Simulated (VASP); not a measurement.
# GaN (F-43m) in VASP: further runs, part 2 of 3

VASP 6.6.1.

## (3) Single point, PBE

This run uses another cell than the first one, of 11.76 Å³/atom, 1.034 times its volume.

File INCAR:

```
SYSTEM = GaN
PREC     = Accurate       ! precision mode
ENCUT    = 520            ! plane-wave cutoff, eV
EDIFF    = 1E-6           ! SCF threshold, eV
ISMEAR   = -1             ! smearing method
SIGMA    = 0.02           ! smearing width, eV
LREAL    = .FALSE.        ! projectors in reciprocal space
LASPH    = .TRUE.         ! aspherical terms in the spheres
NELM     = 60             ! most SCF steps
ALGO     = Normal         ! electronic algorithm
ISIF     = 2              ! what is computed and relaxed
LWAVE    = .FALSE.        ! write WAVECAR
LCHARG   = .FALSE.        ! write CHGCAR
GGA      = PE             ! functional
NBANDS   = 16             ! bands
```

File KPOINTS:

```
Automatic mesh
0
G
  10 10 10
  0 0 0
```

File POSCAR:

```
GaN
1.0
    0.0000000000      2.2741788551      2.2741788551
    2.2741788551      0.0000000000      2.2741788551
    2.2741788551      2.2741788551      0.0000000000
Ga N
1 1
Direct
    0.0000000000      0.0000000000      0.0000000000
    0.2500000000      0.2500000000      0.2500000000
```

Potentials or basis: VASP PAW PBE potentials, release 64 (Ga_d, N).

Launch:

```
$ cat potpaw_PBE.64/Ga_d/POTCAR potpaw_PBE.64/N/POTCAR > POTCAR
$ mpirun -np 1 vasp_std > vasp.out
```

OUTCAR:

```text
SYSTEM = GaN
   PREC = Accurate
   ENCUT = 520
   EDIFF = 1E-6
   ISMEAR = -1
   LREAL = .FALSE.
   LASPH = .TRUE.
   NELM = 60
   ISIF = 2
   GGA = PE

 ion  position               nearest neighbor table
   1  0.000  0.000  0.000-   2 1.97   2 1.97   2 1.97   2 1.97
   2  0.250  0.250  0.250-   1 1.97   1 1.97   1 1.97   1 1.97

  LATTYP: Found a face centered cubic cell.
 ALAT       =     4.5483577102

  Lattice vectors:

 A1 = (   0.0000000000,   2.2741788551,   2.2741788551)
 A2 = (   2.2741788551,   0.0000000000,   2.2741788551)
 A3 = (   2.2741788551,   2.2741788551,   0.0000000000)

Analysis of symmetry for initial positions (statically):
[... 5 lines left out ...]
 face centered cubic supercell.

 Subroutine GETGRP returns: Found 24 space group operations
 (whereof 24 operations were pure point group operations)
 out of a pool of 48 trial point group operations.

The static configuration has the point symmetry T_d .

Analysis of symmetry for dynamics (positions and initial velocities):
[... 5 lines left out ...]
 face centered cubic supercell.

 Subroutine GETGRP returns: Found 24 space group operations
 (whereof 24 operations were pure point group operations)
 out of a pool of 48 trial point group operations.

The dynamic configuration has the point symmetry T_d .

 Subroutine INISYM returns: Found 24 space group operations
 (whereof 24 operations are pure point group operations),
 and found     1 'primitive' translations

----------------------------------------------------------------------------------------

                                     Primitive cell

  volume of cell :      23.5236

  direct lattice vectors                    reciprocal lattice vectors
     0.000000000  2.274178855  2.274178855    -0.219859577  0.219859577  0.219859577
     2.274178855  0.000000000  2.274178855     0.219859577 -0.219859577  0.219859577
     2.274178855  2.274178855  0.000000000     0.219859577  0.219859577 -0.219859577

  length of vectors
[... 91 lines left out ...]
   TEBEG  =    0.0;   TEEND  =   0.0 temperature during run
   PSTRESS=    0.0 pullay stress
   NELECT =      18.0000    total number of electrons
   NUPDOWN=      -1.0000    fix difference up-down
   EMIN   =  10.00;   EMAX   =-10.00  energy-range for DOS
   EFERMI =   0.00;   METHOD = LEGACY
   ISMEAR =    -1;   SIGMA  =   0.02  broadening in eV -4-tet -1-fermi 0-gaus
   EFERMI_NEDOS =   21; number of points for ismear=-14 and -15
   IALGO  =     38    algorithm
   IMIX   =      4    mixing-type and parameters
     AMIX     =   0.40;   BMIX     =  1.00
     AMIX_MAG =   1.60;   BMIX_MAG =  1.00
  volume/ion in A,a.u.               =      11.76        79.37
  Fermi-wavevector in a.u.,A,eV,Ry     =   1.497377  2.829632 30.506123  2.242137
  Thomas-Fermi vector in A             =   2.609272
   LORBIT       =      0    0 simple, 1 ext, 2 COOP (PROOUT), +10 PAW based schemes
   GGA     = PE    functional components
   LHFCALC =     F    Hartree Fock is set to
   AEXX    =    0.0000 exact exchange contribution
   IVDW    =     0    specifies the selected vdW correction
   LEPSILON=     F    determine dielectric tensor
   LRPA    =     F    only Hartree local field effects (RPA)
 non-spin polarized calculation
  energy-cutoff  :      520.00
  volume of cell :       23.52
 maximum number of plane-waves:       644
   NGX = 11   NGY = 11   NGZ = 11

 number of electron      17.9999986 magnetization

 Free energy of the ion-electron system (eV)
  ---------------------------------------------------
  ext. energy  EPLUGINS =         0.00000000
  ---------------------------------------------------
  free energy    TOTEN  =       -12.15355405 eV

  energy without entropy =      -12.15355405  energy(sigma->0) =      -12.15355405

 E-fermi :   5.3626     XC(G=0): -11.5211

 val. band max:        4.9877117936   @ k =   0.0000   0.0000   0.0000
 cond. band min:       6.5352857940   @ k =   0.0000   0.0000   0.0000
 fundamental gap:      1.5475740004
 Fermi energy:         5.3625895580

 k-point     1 :       0.0000    0.0000    0.0000
  band No.  band energies     occupation
      1     -10.7156      2.00000
      2      -8.4349      2.00000
      3      -8.4349      2.00000
      4      -8.4349      2.00000
      5      -8.1420      2.00000
      6      -8.1420      2.00000
[... 433 lines left out ...]
      3      -8.2284      2.00000
      4      -8.2283      2.00000
      5      -8.0860      2.00000
      6      -7.1849      2.00000
[... 8 lines left out ...]
     15      26.8492      0.00000
     16      27.1182      0.00000

 [... further k-points ...]
[... 5 lines left out ...]
  --------------------------------------------------------------------------------------
  -------------------------------------------------------------------------------------
  Total        0.0177914      0.0177914      0.0177914      0.0000000      0.0000000      0.0000000
  in kB        1.2117602      1.2117602      1.2117602      0.0000000      0.0000000      0.0000000
  external PRESSURE =       1.2117602 kB  Pullay stress =       0.0000000 kB

 VOLUME and BASIS-vectors are now :
 -----------------------------------------------------------------------------
  energy-cutoff  :      520.00
  volume of cell :       23.52
      direct lattice vectors                 reciprocal lattice vectors
     0.000000000  2.274178855  2.274178855    -0.219859577  0.219859577  0.219859577
     2.274178855  0.000000000  2.274178855     0.219859577 -0.219859577  0.219859577
     2.274178855  2.274178855  0.000000000     0.219859577  0.219859577 -0.219859577

 POSITION                                       TOTAL-FORCE (eV/Angst)
 -----------------------------------------------------------------------------------
      0.00000      0.00000      0.00000         0.000000      0.000000      0.000000
      1.13709      1.13709      1.13709        -0.000000     -0.000000     -0.000000
 -----------------------------------------------------------------------------------
    total drift:                                0.000002      0.000002      0.000001

  FREE ENERGIE OF THE ION-ELECTRON SYSTEM (eV)
  ---------------------------------------------------
  free  energy   TOTEN  =       -12.1535540522 eV

  energy  without entropy=      -12.1535540522  energy(sigma->0) =      -12.15355405
```

OSZICAR:

```text
N       E                     dE             d eps       ncg     rms          rms(c)
DAV:   1     0.793768963789E+02    0.79377E+02   -0.94353E+03  1712   0.202E+03
DAV:   2    -0.839196065963E+01   -0.87769E+02   -0.81862E+02  1736   0.325E+02
DAV:   3    -0.140488052852E+02   -0.56568E+01   -0.56365E+01  1744   0.694E+01
DAV:   4    -0.141104852413E+02   -0.61680E-01   -0.61675E-01  1936   0.790E+00
DAV:   5    -0.141113474905E+02   -0.86225E-03   -0.86224E-03  1776   0.829E-01    0.762E+00
DAV:   6    -0.121559319916E+02    0.19554E+01   -0.49463E+00  2264   0.389E+01    0.269E+00
DAV:   7    -0.121613700636E+02   -0.54381E-02   -0.30614E-01  1640   0.668E+00    0.176E+00
DAV:   8    -0.121577570479E+02    0.36130E-02   -0.63433E-02  1688   0.319E+00    0.839E-01
DAV:   9    -0.121532357167E+02    0.45213E-02   -0.13969E-02  2272   0.258E+00    0.222E-01
DAV:  10    -0.121536444562E+02   -0.40874E-03   -0.14145E-03  1696   0.482E-01    0.115E-01
DAV:  11    -0.121535492146E+02    0.95242E-04   -0.26204E-04  2216   0.257E-01    0.780E-03
DAV:  12    -0.121535542643E+02   -0.50497E-05   -0.29648E-05  1688   0.497E-02    0.823E-03
DAV:  13    -0.121535540522E+02    0.21202E-06   -0.54765E-07  1360   0.126E-02
   1 F= -.12153554E+02 E0= -.12153554E+02  d E =-.180242E-10
```

It took 12 s on 1 thread of Intel Xeon Platinum 8259CL at 2.50GHz (Skylake/Cascade Lake), shared host; peak memory 0.14 GiB.

Results:

* Free energy: -12.1536 eV
* Pressure: 0.1 GPa
* Band gap on the k mesh: 1.55 eV, direct

(Part 2 of 3 ends here.)
